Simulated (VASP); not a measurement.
## CO2: single point with PBE

CO2:

```xyz
12
Lattice="5.6200 0.0000 0.0000 0.0000 5.6200 0.0000 0.0000 0.0000 5.6200" Properties=species:S:1:pos:R:3 pbc="T T T"
C     0.0000    0.0000    0.0000
C     2.8100    0.0000    2.8100
C     2.8100    2.8100    0.0000
C     0.0000    2.8100    2.8100
O     0.6745    0.6745    0.6745
O     2.1355    4.9455    3.4845
O     3.4845    2.1355    4.9455
O     4.9455    3.4845    2.1355
O     4.9455    4.9455    4.9455
O     3.4845    0.6745    2.1355
O     2.1355    3.4845    0.6745
O     0.6745    2.1355    3.4845
```

| Item | Value |
| --- | --- |
| Program | VASP 6.6.1 |
| Task | single point |
| Functional | PBE |
| Potentials or basis | VASP PAW PBE potentials, release 64 (C_h, O_h) |
| Cutoff | 1340 eV |
| k mesh | 4 × 4 × 4 |
| Occupations | fermi-dirac, width 0.02 eV |
| Spin | no spin polarisation |
| Dipole correction | no |
| Further INCAR settings | ALGO = Normal; EDIFF = 1e-06; NBANDS = 44 |

| Item | Value |
| --- | --- |
| Pressure | 1.1 GPa |
| Largest force | 0.019 eV/Å |
| Band gap on the k mesh | 6.79 eV |

Forces in eV/Å, atoms in the order of the input:
```
C    0.000  0.000  0.000
C    0.000  0.000  0.000
C    0.000  0.000  0.000
C    0.000  0.000  0.000
O    0.011  0.011  0.011
O   -0.011 -0.011  0.011
O    0.011 -0.011 -0.011
O   -0.011  0.011 -0.011
O   -0.011 -0.011 -0.011
O    0.011  0.011 -0.011
O   -0.011  0.011  0.011
O    0.011 -0.011  0.011
```

Levels at points of the mesh, in eV from the valence-band top:
| k point | band 29 | band 30 | band 31 | band 32 | band 33 | band 34 | band 35 | band 36 |
| --- | --- | --- | --- | --- | --- | --- | --- | --- |
| (0.00, 0.00, 0.00) | -0.19 | -0.19 | 0.00 | 0.00 | 6.79 | 8.04 | 8.04 | 8.04 |
| (0.50, 0.00, 0.00) | -0.29 | -0.29 | -0.07 | -0.07 | 7.98 | 7.98 | 8.18 | 8.18 |
| (0.50, 0.50, 0.00) | -0.27 | -0.27 | -0.27 | -0.27 | 7.98 | 7.98 | 7.98 | 7.98 |
| (0.50, 0.50, 0.50) | -0.31 | -0.31 | -0.31 | -0.31 | 7.98 | 7.98 | 7.98 | 7.98 |

Wall time 9 min on 1 thread of AMD EPYC 7R43 64-Core Processor (Zen 3), with other jobs on the host, peak memory 0.78 GiB.

Caveat: this functional lacks dispersion, which holds the molecules together, so the pressure and a relaxed volume are unreliable. A k mesh can miss the band edges.
